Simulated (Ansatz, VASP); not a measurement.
InSb3: VASP beside Ansatz

```
In Sb
1.0
     0.00000    3.64376    3.66207
     3.68038    0.00000    3.66207
     3.68038    3.64376    0.00000
In Sb
1 3
Direct
  0.00000 0.00000 0.00000
  0.25000 0.25000 0.25000
  0.75000 0.75000 0.75000
  0.50000 0.50000 0.50000
```

Change from the starting cell: strain +0.0050 x Voigt [1, -1, 0, 0, 0, 0], atoms carried along.

Alike in both runs: task single point; functional PBEsol; dispersion D3(BJ); k mesh 12 × 12 × 12; occupations gaussian, width 0.15 eV; no spin polarisation.

|  | VASP | Ansatz |
| --- | --- | --- |
| version | VASP 6.6.1 | Ansatz 0.2.0 |
| potentials or method | VASP PAW PBE potentials, release 64 (In_d, Sb), cutoff 520 eV | scalar-relativistic, plane waves, PAW |
| valence electrons in the cell | 28 | 58 |

|  | VASP | Ansatz | Ansatz less VASP |
| --- | --- | --- | --- |
| gap on the k mesh at the Fermi level (eV) | none | none | - |
| pressure (GPa) | 0.3 | 0.3 | -0.04 |
| traceless stress, the component that is largest in VASP (GPa) | -0.08 | -0.08 | 0.000 |

VASP's potentials were made for PBE, not for PBEsol. A gap of «none» marks a metal or a gap that the smearing closes. VASP's potentials hold 28 valence electrons a cell and Ansatz's 58, so a difference there can come from the potentials and not from the codes.

Neither program's run includes spin-orbit coupling.
